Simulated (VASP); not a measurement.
Crystal: NiGe3.

```xyz
4
Lattice="2.8783 0.0000 0.0000 0.0000 2.8783 0.0000 0.0000 0.0000 8.2949" Properties=species:S:1:pos:R:3 pbc="T T T"
Ni    0.0000    0.0000    4.1474
Ge    1.4391    1.4391    2.6532
Ge    1.4391    1.4391    5.6417
Ge    1.4391    1.4391    0.0000
```

The cell was generated, and may not be a known phase.

```yaml
Program: VASP 6.6.1
Task: relaxation of cell and atoms
Functional: PBE
Potentials_or_basis: VASP PAW PBE potentials, release 64 (Ni, Ge_d)
Cutoff: 600 eV
k_mesh: 12 × 12 × 4
Occupations: gaussian, width 0.1 eV
Spin: no spin polarisation
```

At the start: pressure 0.5 GPa; volume 17.18 Å³/atom.

Problem. How do energy, volume and symmetry change on relaxing?

Solution. Over 17 steps the energy falls by 6.0 meV/atom; space group P4/mmm (No. 123, to 0.1 Å) before and after.

The path:
| step | energy change (eV) | largest force (eV/Å) | pressure (GPa) | volume (Å³) |
| --- | --- | --- | --- | --- |
| 1 | 0.0000 | 0.0754 | 0.47 | 68.72 |
| 2 | -0.0119 | 0.0462 | -0.20 | 69.21 |
| 3 | -0.0187 | 0.0030 | -1.13 | 69.82 |
| 4 | -0.0232 | 0.0738 | -0.12 | 68.95 |
| 5 | -0.0233 | 0.0688 | -0.22 | 69.02 |
| 6 | -0.0233 | 0.0691 | 0.03 | 69.00 |
| 7 | -0.0237 | 0.0349 | -0.29 | 69.03 |
| 8 | -0.0237 | 0.0052 | -0.43 | 69.07 |
| 9 | -0.0238 | 0.0132 | -0.36 | 69.05 |
| 10 | -0.0240 | 0.0035 | -0.24 | 68.94 |
| 11 | -0.0240 | 0.0058 | -0.13 | 68.82 |
| 12 | -0.0240 | 0.0066 | 0.04 | 68.80 |
| 13 | -0.0240 | 0.0053 | -0.17 | 68.81 |
| 14 | -0.0241 | 0.0040 | -0.09 | 68.76 |
| 15 | -0.0241 | 0.0144 | 0.12 | 68.69 |
| 16 | -0.0241 | 0.0091 | 0.08 | 68.72 |
| 17 | -0.0241 | 0.0077 | -0.05 | 68.73 |

Final structure:
```
Ni Ge
1.0
     2.83756    0.00000    0.00000
     0.00000    2.83756    0.00000
     0.00000    0.00000    8.53568
Ni Ge
1 3
Direct
  0.00000 0.00000 0.50000
  0.50000 0.50000 0.31762
  0.50000 0.50000 0.68238
  0.50000 0.50000 0.00000
```
